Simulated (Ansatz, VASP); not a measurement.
One calculation of Os, two programs

INCAR

```
PREC = Accurate
ENCUT = 520
EDIFF = 1E-7
ISMEAR = -1
SIGMA = 0.03
LREAL = F
LASPH = T
NELM = 80
ALGO = Normal
ISIF = 2
LWAVE = F
LCHARG = F
GGA = PS
NBANDS = 10
```

Contents of KPOINTS:

```
regular mesh
0
Gamma
  14 14 14
```

Contents of POSCAR:

```
Os
1.0
    0.0000000000      1.9450000000      1.9255500000
    1.9450000000      0.0000000000      1.9255500000
    1.9450000000      1.9450000000      0.0000000000
Os
1
Direct
    0.0000000000      0.0000000000      0.0000000000
```

Input for Ansatz:

```yaml
crystal:
  lattice:
    - [0.0, 1.945, 1.92555]
    - [1.945, 0.0, 1.92555]
    - [1.945, 1.945, 0.0]
  atoms:
    - { symbol: Os, position: [0.0, 0.0, 0.0] }
kpoints:
  mp_grid: { grid: [14, 14, 14] }
  band_path:
    path:
      - [0.0, 0.0, 0.0]
      - [0.0, 0.5, 0.5]
      - [0.25, 0.75, 0.5]
      - [0.0, 0.5, 0.0]
      - [0.0, 0.0, 0.0]
      - [0.5, 0.5, 0.0]
      - [0.3775380063, 0.6224619937, 0.0]
      - [-0.3775380063, 0.3775380063, 0.0]
      - [0.0, 0.0, 0.0]
    npoints: 5
scf:
  occupations: { method: fermi_dirac, width: 0.03 }
hamiltonian:
  xc: pbesol
  pseudopotentials: { kind: all_electron, lapw: { basis_error: 0.00025 } }
output:
  forces: true
  stress: true
  eigenvalues: true
```

Change from the starting cell: zz strain of -1 %.

Alike in both runs: task single point; functional PBEsol; k mesh 14 × 14 × 14; occupations fermi-dirac, width 0.03 eV; no spin polarisation.

|  | VASP | Ansatz |
| --- | --- | --- |
| version | VASP 6.6.1 | Ansatz 0.2.0 |
| potentials or method | VASP PAW PBE potentials, release 64 (Os), cutoff 520 eV | all-electron LAPW, scalar-relativistic |

```tsv
	VASP	Ansatz	Ansatz less VASP
pressure (GPa)	-16.5	-16.6	-0.02
traceless stress, the component that is largest in VASP (GPa)	1.68	1.68	-0.004
```

VASP's potentials were made for PBE, not for PBEsol. Ansatz ran all-electron here, and VASP with PAW potentials.

Neither program's run includes spin-orbit coupling.
